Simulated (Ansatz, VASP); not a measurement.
## Pt: VASP beside Ansatz

```
CELL_PARAMETERS angstrom
2.62495 0.00000 0.00000
0.00000 2.62495 0.00000
0.00000 0.00000 2.62495
ATOMIC_POSITIONS crystal
Pt 0.00000 0.00000 0.00000
```

Alike in both runs: task single point; functional PBE; k mesh 12 × 12 × 12; occupations fermi-dirac, width 0.08 eV; non-collinear spin, spin-orbit coupling.

```csv
,VASP,Ansatz
version,VASP 6.6.1,Ansatz 0.2.0
potentials or method,"VASP PAW PBE potentials, release 64 (Pt), cutoff 500 eV",all-electron LAPW
```

VASP gave:

- pressure (GPa): -0.1
- net moment per atom (μB): 0.00

**Question.** Estimate Ansatz's values.

**Answer.** Pressure (GPa): 0.1; net moment per atom (μB): 0.00.

Ansatz ran all-electron here, and VASP with PAW potentials.
